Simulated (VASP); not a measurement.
Runs of VASP 6.6.1 on Se. The structure is that of space group Im-3m (No. 229), or close to it. The cells are those of the table. 

```tsv
task	cell	k mesh	cutoff (eV)	gap on the mesh (eV)	pressure (GPa)
single point	a = 2.924 Å, angles 109.5°, 1 atom	15 × 15 × 15	520	none	0.5
single point	a = 2.924 Å, angles 109.5°, 1 atom	21 × 21 × 21	520	none	0.3
single point	a = 2.962 Å, angles 109.5°, 1 atom	15 × 15 × 15	520	none	(b)
single point	a = 3.000 Å, angles 109.5°, 1 atom	15 × 15 × 15	520	none	-5.1
relaxation of cell and atoms	relaxed from a = 3.048 Å, angles 109.5°, 1 atom	13 × 13 × 13	600	none	0.0
single point	a = 2.884 Å, angles 109.5°, 1 atom	15 × 15 × 15	520	none	4.4
single point	a = 2.844 Å, angles 109.5°, 1 atom	15 × 15 × 15	520	none	9.2
single point	a = 2.924 Å, angles 109.5°, 1 atom	13 × 13 × 13	520	none	0.1
single point	a = 3.036 Å, angles 109.5°, 1 atom	15 × 15 × 15	520	none	(a)
single point	a = 2.802 Å, angles 109.5°, 1 atom	15 × 15 × 15	520	none	15.2
```

Alike in all rows: level PBEsol; potentials or basis VASP PAW PBE potentials, release 64 (Se); no spin polarisation; smearing fermi-dirac 0.1 eV.

**Question.** Fill in the values left out.

**Answer.** (a) -7.1; (b) -2.6.

Caveats: the PAW data sets were made with another functional, which shifts forces and pressure a little.

A k mesh can miss the band edges, and the runs leave out spin-orbit coupling on Se.

A gap of «none» marks levels without a gap at the run's occupations.
